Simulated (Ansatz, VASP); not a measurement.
KI in VASP and in Ansatz

```
K I
1.0
     0.00000    4.06880    2.64472
     4.06880    0.00000    2.64472
     4.06880    4.06880    0.00000
K I
1 1
Direct
  0.00000 0.00000 0.00000
  0.50000 0.50000 0.50000
```

Alike in both runs: task single point; functional r2SCAN; k mesh 6 × 6 × 6; occupations gaussian, width 0.05 eV; no spin polarisation.

|  | VASP | Ansatz |
| --- | --- | --- |
| version | VASP 6.6.1 | Ansatz 0.2.0 |
| potentials or method | VASP PAW PBE potentials, release 64 (K_sv, I), cutoff 520 eV | scalar-relativistic, plane waves, PAW |
| valence electrons in the cell | 16 | 26 |

Ansatz gave:

| Property | Result |
| --- | --- |
| gap on the k mesh at the Fermi level (eV) | 2.88 |
| least direct gap on the mesh (eV) | 2.88 |
| pressure (GPa) | 12.1 |
| traceless stress, the component that is largest in VASP (GPa) | 26.85 |

Question: Estimate VASP's values.

Answer: gap on the k mesh at the Fermi level (eV): 2.88; least direct gap on the mesh (eV): 2.88; pressure (GPa): 12.2; traceless stress, the component that is largest in VASP (GPa): 27.13.

VASP's potentials were made for PBE, not for r2SCAN. VASP's potentials hold 16 valence electrons a cell and Ansatz's 26, so a difference there can come from the potentials and not from the codes.

Spin-orbit coupling is off throughout.
